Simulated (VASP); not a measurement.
Sn2Bi2Te, 5 atoms in the cell. It takes space group P6mm (No. 183, hexagonal). The conventional cell has a = 5.576 Å, b = 5.576 Å, c = 6.416 Å, α = 90.00°, β = 90.00°, γ = 120.00°. Within 4.2 Å of Sn (site symmetry 3m) lie 2 Bi at 3.16 to 3.26 Å and 3 Sn at 3.22 Å and 3 Te at 3.23 Å. Bi (site symmetry 3m) has 2 Sn at 3.16 to 3.26 Å and 3 Bi at 3.22 Å within 4.2 Å. Within 4.2 Å of Te (site symmetry 6mm) lie 6 Sn at 3.23 Å. The cell was generated, and may not be a known phase.

| Item | Value |
| --- | --- |
| Program | VASP 6.6.1 |
| Task | single point |
| Functional | PBE |
| Potentials or basis | VASP PAW PBE potentials, release 64 (Sn_d, Bi_d, Te) |
| Cutoff | 520 eV |
| k mesh | 12 × 12 × 6 |
| Occupations | gaussian, width 0.1 eV |
| Spin | no spin polarisation |
| Dipole correction | no |
| Further INCAR settings | ALGO = Fast; EDIFF = 1e-06; NBANDS = 40 |

Potentials or basis: VASP PAW PBE potentials, release 64 (Sn_d, Bi_d, Te).

Run with:

```sh
$ cat potpaw_PBE.64/Sn_d/POTCAR potpaw_PBE.64/Bi_d/POTCAR potpaw_PBE.64/Te/POTCAR > POTCAR
$ mpirun -np 1 vasp_std > vasp.out
```

Hardware: 1 thread of Intel Xeon 8259CL, on a shared host.

**Question.** How long does it take, and how much memory?

**Answer.** It took 17 min on 1 thread of Intel Xeon 8259CL (shared host), peak memory 0.61 GiB. Counts: scf iterations 14, k points 76.
